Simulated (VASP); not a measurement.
Wanted: the native input for a VASP 6.6.1 run.

```
Task                   : single point
Functional             : LDA
Potentials or basis    : VASP PAW LDA potentials, release 64 (Rh_pv)
Cutoff                 : 520 eV
k mesh                 : 18 × 18 × 6
Occupations            : gaussian, width 0.15 eV
Spin                   : no spin polarisation
Dipole correction      : no
Further INCAR settings : ALGO = Fast; EDIFF = 1e-06; NBANDS = 38
```

The structure of Rh lies in POSCAR:

```
Rh
1.0
    2.6572578348      0.0000000000      0.0000000000
   -1.3286289174      2.3012527894      0.0000000000
    0.0000000000      0.0000000000      8.4358000000
Rh
4
Direct
    0.0000000000      0.0000000000      0.0000000000
    0.3333333333      0.6666666667      0.2500000000
    0.0000000000      0.0000000000      0.5000000000
    0.6666666667      0.3333333333      0.7500000000
```

This isn't the form of Rh at room conditions, which is fcc.

One way to write it, as run:

INCAR

```
SYSTEM = Rh
PREC = Accurate
ENCUT = 520
EDIFF = 1E-6
ISMEAR = 0
SIGMA = 0.15
LREAL = .False.
LASPH = .True.
NELM = 60
ALGO = Fast
ISIF = 2
LWAVE = .False.
LCHARG = .False.
NBANDS = 38
```

KPOINTS

```
Automatic mesh
0
Gamma
  18 18 6
  0 0 0
```

Potentials or basis: VASP PAW LDA potentials, release 64 (Rh_pv).

Run with:

```sh
$ cat potpaw_LDA.64/Rh_pv/POTCAR > POTCAR
$ mpirun -np 1 vasp_std > vasp.out
```

Results of the run:

- Pressure: 10.4 GPa
- Band gap on the k mesh: zero (bands 30 and 31 overlap by 2.16 eV)

Caveat: the stress differs along the axes, from 7 to 18 GPa.

Wall time 2.9 min on 1 thread of Intel(R) Xeon(R) Platinum 8488C (Sapphire Rapids), with other jobs on the host, peak memory 0.29 GiB.
